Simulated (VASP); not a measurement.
# CuI2 (P4/mmm) in VASP: single point with PBE

Aim: the single point of CuI2 with PBE.

Program: VASP 6.6.1. These are calculated values, not measurements. Logs are shortened: lines on timing, memory, paths and dates and some standing lists are left out, and cuts for length are marked.

## 1. The cell of the first run

It takes space group P4/mmm (No. 123, tetragonal). The conventional cell has a = 5.200 Å, b = 5.200 Å, c = 4.544 Å, α = 90.00°, β = 90.00°, γ = 90.00°. Within 3.4 Å of Cu (site symmetry 4/mmm) lie 4 I at 2.60 Å. Within 3.4 Å of I (site symmetry mmm) lie 2 Cu at 2.60 Å.

## 2. Single point, PBE

Input file INCAR:

```
SYSTEM = CuI2
PREC = Accurate
ENCUT = 520
EDIFF = 1E-6
ISMEAR = -1
SIGMA = 0.15
LREAL = .FALSE.
LASPH = .TRUE.
NELM = 60
ALGO = Normal
ISIF = 2
LWAVE = .FALSE.
LCHARG = .FALSE.
GGA = PE
NBANDS = 20
```

Input file KPOINTS:

```
regular mesh
0
G
  6 6 7
  0 0 0
```

Input file POSCAR:

```
CuI2
1.0
    5.2003840000      0.0000000000      0.0000000000
    0.0000000000      5.2003840000      0.0000000000
    0.0000000000      0.0000000000      4.5441700000
Cu I
1 2
Direct
    0.0000000000      0.0000000000      0.0000000000
    0.0000000000      0.5000000000      0.0000000000
    0.5000000000      0.0000000000      0.0000000000
```

Potentials or basis: VASP PAW PBE potentials, release 64 (Cu, I).

Command:

```console
> cat potpaw_PBE.64/Cu/POTCAR potpaw_PBE.64/I/POTCAR > POTCAR
> mpirun -np 1 vasp_std > vasp.out
```

OUTCAR:

```text
SYSTEM = CuI2
   PREC = Accurate
   ENCUT = 520
   EDIFF = 1E-6
   ISMEAR = -1
   LREAL = .FALSE.
   LASPH = .TRUE.
   NELM = 60
   ISIF = 2
   GGA = PE

 ion  position               nearest neighbor table
   1  0.000  0.000  0.000-   2 2.60   3 2.60   2 2.60   3 2.60
   2  0.000  0.500  0.000-   1 2.60   1 2.60
   3  0.500  0.000  0.000-   1 2.60   1 2.60

  LATTYP: Found a simple tetragonal cell.
 ALAT       =     5.2003840000
 C/A-ratio  =     0.8738143183

  Lattice vectors:

 A1 = (   5.2003840000,   0.0000000000,   0.0000000000)
 A2 = (   0.0000000000,   5.2003840000,   0.0000000000)
 A3 = (   0.0000000000,   0.0000000000,   4.5441700000)

Analysis of symmetry for initial positions (statically):
=====================================================================
 Subroutine PRICEL returns:
 Original cell was already a primitive cell.

 Routine SETGRP: Setting up the symmetry group for a
 simple tetragonal supercell.

 Subroutine GETGRP returns: Found 16 space group operations
 (whereof 16 operations were pure point group operations)
 out of a pool of 16 trial point group operations.

The static configuration has the point symmetry D_4h.

Analysis of symmetry for dynamics (positions and initial velocities):
=====================================================================
 Subroutine PRICEL returns:
 Original cell was already a primitive cell.

 Routine SETGRP: Setting up the symmetry group for a
 simple tetragonal supercell.

 Subroutine GETGRP returns: Found 16 space group operations
 (whereof 16 operations were pure point group operations)
 out of a pool of 16 trial point group operations.

The dynamic configuration has the point symmetry D_4h.

 Subroutine INISYM returns: Found 16 space group operations
 (whereof 16 operations are pure point group operations),
 and found     1 'primitive' translations

----------------------------------------------------------------------------------------

                                     Primitive cell

  volume of cell :     122.8925

  direct lattice vectors                    reciprocal lattice vectors
     5.200384000  0.000000000  0.000000000     0.192293492  0.000000000  0.000000000
     0.000000000  5.200384000  0.000000000     0.000000000  0.192293492  0.000000000
     0.000000000  0.000000000  4.544170000     0.000000000  0.000000000  0.220062190

  length of vectors
     5.200384000  5.200384000  4.544170000     0.192293492  0.192293492  0.220062190

  position of ions in fractional coordinates (direct lattice)
     0.000000000  0.000000000  0.000000000
     0.000000000  0.500000000  0.000000000
     0.500000000  0.000000000  0.000000000

  ion indices of the primitive-cell ions
   primitive index   ion index
                 1           1
                 2           2
                 3           3

----------------------------------------------------------------------------------------

 KPOINTS: regular mesh

Automatic generation of k-mesh.
 Grid dimensions read from file:
 generate k-points for:    6    6    7

 Generating k-lattice:

  Cartesian coordinates                     Fractional coordinates (reciprocal lattice)
     0.032048915  0.000000000  0.000000000     0.166666667  0.000000000  0.000000000
     0.000000000  0.032048915  0.000000000     0.000000000  0.166666667  0.000000000
     0.000000000  0.000000000  0.031437456     0.000000000  0.000000000  0.142857143

  Length of vectors
     0.032048915  0.032048915  0.031437456

  Shift w.r.t. Gamma in fractional coordinates (k-lattice)
     0.000000000  0.000000000  0.000000000

 Subroutine IBZKPT returns following result:
 ===========================================

 Found     40 irreducible k-points:

 Following reciprocal coordinates:
            Coordinates               Weight
  0.000000  0.000000  0.000000      1.000000
  0.166667  0.000000  0.000000      4.000000
  0.333333  0.000000  0.000000      4.000000
  0.500000  0.000000  0.000000      2.000000
  0.166667  0.166667  0.000000      4.000000
  0.333333  0.166667  0.000000      8.000000
[... 16 lines left out ...]
  0.333333  0.000000  0.285714      8.000000
  0.500000  0.000000  0.285714      4.000000
 [... further k-points ...]
   k-points           NKPTS =     40   k-points in BZ     NKDIM =     40   number of bands    NBANDS=     20
   number of dos      NEDOS =    301   number of ions     NIONS =      3
   total plane-waves  NPLWV =  57600
   dimension x,y,z NGX =    40 NGY =   40 NGZ =   36
   dimension x,y,z NGXF=    80 NGYF=   80 NGZF=   72
   ions per type =               1   2
   NGX,Y,Z   is equivalent  to a cutoff of  12.79, 12.79, 13.17 a.u.
   NGXF,Y,Z  is equivalent  to a cutoff of  25.57, 25.57, 26.34 a.u.
 SYSTEM =  CuI2
   PREC   = accura    normal or accurate (medium, high low for compatibility)
   ISTART =      0    job   : 0-new  1-cont  2-samecut
   ICHARG =      2    charge: 1-file 2-atom 10-const
   ISPIN  =      1    spin polarized calculation?
   LNONCOLLINEAR =      F non collinear calculations
   LSORBIT =      F    spin-orbit coupling
   LASPH  =      T    aspherical Exc in radial PAW
   ENCUT  =  520.0 eV  38.22 Ry    6.18 a.u.   9.67  9.67  8.45*2*pi/ulx,y,z
   NELM   =     60;   NELMIN=  2; NELMDL= -5     # of ELM steps
   EDIFF  = 0.1E-05   stopping-criterion for ELM
   LREAL  =      F    real-space projection
   EDIFFG = 0.1E-04   stopping-criterion for IOM
   NSW    =      0    number of steps for IOM
   IBRION =     -1    ionic relax: 0-MD 1-quasi-New 2-CG
   NFREE  =      0    steps in history (QN), initial steepest desc. (CG)
   ISIF   =      2    stress and relaxation
   ISYM   =      2    0-nonsym 1-usesym 2-fastsym
   POTIM  = 0.5000    time-step for ionic-motion
   TEBEG  =    0.0;   TEEND  =   0.0 temperature during run
   PSTRESS=    0.0 pullay stress
   NELECT =      25.0000    total number of electrons
   NUPDOWN=      -1.0000    fix difference up-down
   EMIN   =  10.00;   EMAX   =-10.00  energy-range for DOS
   EFERMI =   0.00;   METHOD = LEGACY
   ISMEAR =    -1;   SIGMA  =   0.15  broadening in eV -4-tet -1-fermi 0-gaus
   EFERMI_NEDOS =   21; number of points for ismear=-14 and -15
   IALGO  =     38    algorithm
   IMIX   =      4    mixing-type and parameters
     AMIX     =   0.40;   BMIX     =  1.00
     AMIX_MAG =   1.60;   BMIX_MAG =  1.00
  volume/ion in A,a.u.               =      40.96       276.44
  Fermi-wavevector in a.u.,A,eV,Ry     =   0.962823  1.819471 12.612978  0.927028
  Thomas-Fermi vector in A             =   2.092315
   LORBIT       =      0    0 simple, 1 ext, 2 COOP (PROOUT), +10 PAW based schemes
   GGA     = PE    functional components
   LHFCALC =     F    Hartree Fock is set to
   AEXX    =    0.0000 exact exchange contribution
   IVDW    =     0    specifies the selected vdW correction
   LEPSILON=     F    determine dielectric tensor
   LRPA    =     F    only Hartree local field effects (RPA)
 non-spin polarized calculation
  energy-cutoff  :      520.00
  volume of cell :      122.89
 maximum number of plane-waves:      3344
 NGX is ok and might be reduce to    40
   NGX = 19   NGY = 19   NGZ = 17

 number of electron      24.9999991 magnetization

 Free energy of the ion-electron system (eV)
  ---------------------------------------------------
  ext. energy  EPLUGINS =         0.00000000
  ---------------------------------------------------
  free energy    TOTEN  =        -6.59399657 eV

  energy without entropy =       -6.46230492  energy(sigma->0) =       -6.52815075

 E-fermi :   1.3728     XC(G=0):  -7.3911

 val. band max:        1.2966633894   @ k =   0.1667   0.1667   0.4286
 cond. band min:       1.5015958176   @ k =   0.5000   0.3333   0.0000
 fundamental gap:      0.2049324282
 Fermi energy:         1.3728184042

 k-point     1 :       0.0000    0.0000    0.0000
  band No.  band energies     occupation
      1     -11.4338      2.00000
      2     -10.2183      2.00000
      3      -2.3539      2.00000
      4      -2.3539      2.00000
      5      -0.9661      2.00000
      6      -0.7261      2.00000
[... 12 lines left out ...]
     19       9.9019      0.00000
     20      10.2346      0.00000

 k-point     2 :       0.1667    0.0000    0.0000
  band No.  band energies     occupation
      1     -11.3541      2.00000
      2     -10.2956      2.00000
      3      -2.6338      2.00000
      4      -2.2659      2.00000
      5      -1.0370      2.00000
      6      -0.7935      2.00000
[... 12 lines left out ...]
     19       9.3234      0.00000
     20      10.3558      0.00000

 k-point     3 :       0.3333    0.0000    0.0000
  band No.  band energies     occupation
      1     -11.1355      2.00000
      2     -10.5109      2.00000
      3      -3.0459      2.00000
      4      -2.0249      2.00000
      5      -1.2527      2.00000
      6      -0.9575      2.00000
[... 12 lines left out ...]
     19       9.8826      0.00000
     20      10.1277      0.00000

 k-point     4 :       0.5000    0.0000    0.0000
  band No.  band energies     occupation
      1     -10.8878      2.00000
      2     -10.7576      2.00000
      3      -3.2108      2.00000
      4      -1.7898      2.00000
      5      -1.4808      2.00000
      6      -1.0169      2.00000
[... 12 lines left out ...]
     19      10.5003      0.00000
     20      10.9865      0.00000

 k-point     5 :       0.1667    0.1667    0.0000
  band No.  band energies     occupation
      1     -11.2794      2.00000
      2     -10.3562      2.00000
      3      -2.9277      2.00000
      4      -2.2571      2.00000
      5      -1.2582      2.00000
      6      -0.8257      2.00000
[... 12 lines left out ...]
     19       9.4259      0.00000
     20      10.8064      0.00000

 k-point     6 :       0.3333    0.1667    0.0000
  band No.  band energies     occupation
      1     -11.0769      2.00000
      2     -10.5317      2.00000
      3      -3.3770      2.00000
      4      -2.1897      2.00000
      5      -1.6482      2.00000
      6      -0.9559      2.00000
[... 12 lines left out ...]
     19       9.6503      0.00000
     20      10.3962      0.00000

 k-point     7 :       0.5000    0.1667    0.0000
  band No.  band energies     occupation
      1     -10.8476      2.00000
      2     -10.7480      2.00000
      3      -3.5585      2.00000
      4      -2.1206      2.00000
      5      -1.8535      2.00000
      6      -1.0140      2.00000
[... 12 lines left out ...]
     19       9.9097      0.00000
     20      10.1984      0.00000
[... 277 lines left out ...]
 k-point    20 :       0.5000    0.5000    0.1429
  band No.  band energies     occupation
      1     -10.7050      2.00000
      2     -10.7050      2.00000
      3      -4.4410      2.00000
      4      -2.4811      2.00000
      5      -2.3205      2.00000
      6      -1.0584      2.00000
[... 12 lines left out ...]
     19       8.5884      0.00000
     20       8.5884      0.00000

 k-point    21 :       0.0000    0.0000    0.2857
  band No.  band energies     occupation
      1     -11.3836      2.00000
      2     -10.1789      2.00000
      3      -2.2855      2.00000
      4      -2.2855      2.00000
      5      -1.1318      2.00000
      6      -0.9636      2.00000
[... 12 lines left out ...]
     19       8.5294      0.00000
     20       9.0770      0.00000

 k-point    22 :       0.1667    0.0000    0.2857
  band No.  band energies     occupation
      1     -11.3044      2.00000
      2     -10.2553      2.00000
      3      -2.5746      2.00000
      4      -2.1993      2.00000
      5      -1.1547      2.00000
      6      -1.0301      2.00000
[... 12 lines left out ...]
     19       8.9525      0.00000
     20       9.7563      0.00000

 k-point    23 :       0.3333    0.0000    0.2857
  band No.  band energies     occupation
      1     -11.0873      2.00000
      2     -10.4681      2.00000
      3      -2.9960      2.00000
      4      -1.9631      2.00000
      5      -1.2340      2.00000
      6      -1.1997      2.00000
[... 12 lines left out ...]
     19       9.9897      0.00000
     20      10.0749      0.00000

 k-point    24 :       0.5000    0.0000    0.2857
  band No.  band energies     occupation
      1     -10.8421      2.00000
      2     -10.7118      2.00000
      3      -3.1641      2.00000
      4      -1.7282      2.00000
      5      -1.4574      2.00000
      6      -1.2214      2.00000
[... 12 lines left out ...]
     19       9.8088      0.00000
     20      10.0307      0.00000

 [... further k-points ...]

------------------------ aborting loop because EDIFF is reached ----------------------------------------

  FORCE on cell =-STRESS in cart. coord.  units (eV):
  Direction    XX          YY          ZZ          XY          YZ          ZX
  --------------------------------------------------------------------------------------
  -------------------------------------------------------------------------------------
  Total        0.7832399      0.7832399      0.3427833      0.0000000     -0.0000000     -0.0000000
  in kB       10.2112752     10.2112752      4.4689431      0.0000000     -0.0000000     -0.0000000
  external PRESSURE =       8.2971645 kB  Pullay stress =       0.0000000 kB

 VOLUME and BASIS-vectors are now :
 -----------------------------------------------------------------------------
  energy-cutoff  :      520.00
  volume of cell :      122.89
      direct lattice vectors                 reciprocal lattice vectors
     5.200384000  0.000000000  0.000000000     0.192293492  0.000000000  0.000000000
     0.000000000  5.200384000  0.000000000     0.000000000  0.192293492  0.000000000
     0.000000000  0.000000000  4.544170000     0.000000000  0.000000000  0.220062190

 POSITION                                       TOTAL-FORCE (eV/Angst)
 -----------------------------------------------------------------------------------
      0.00000      0.00000      0.00000         0.000000      0.000000      0.000000
      0.00000      2.60019      0.00000         0.000000      0.000000      0.000000
      2.60019      0.00000      0.00000         0.000000      0.000000      0.000000
 -----------------------------------------------------------------------------------
    total drift:                               -0.000000     -0.000000     -0.000000

  FREE ENERGIE OF THE ION-ELECTRON SYSTEM (eV)
  ---------------------------------------------------
  free  energy   TOTEN  =        -6.5939965724 eV

  energy  without entropy=       -6.4623049202  energy(sigma->0) =       -6.52815075
```

It took 2.2 min on 1 thread of Intel Xeon Platinum 8259CL at 2.50GHz (Skylake/Cascade Lake), shared host; peak memory 0.28 GiB.

Results:

- Free energy: -6.5940 eV
- Pressure: 0.8 GPa
- Band gap on the k mesh: zero (an odd number of electrons rules out a gap without spin polarisation)

Caveat: spin-orbit coupling is left out, which moves the levels of the heavy elements; this functional lacks dispersion, which binds layers or chains, so the pressure and a relaxed spacing across them are unreliable; an odd number of electrons without spin polarisation forces a metal; a magnetic or distorted state may lie lower.

The gap in the log of VASP goes by the Fermi energy; the results here count the filled bands.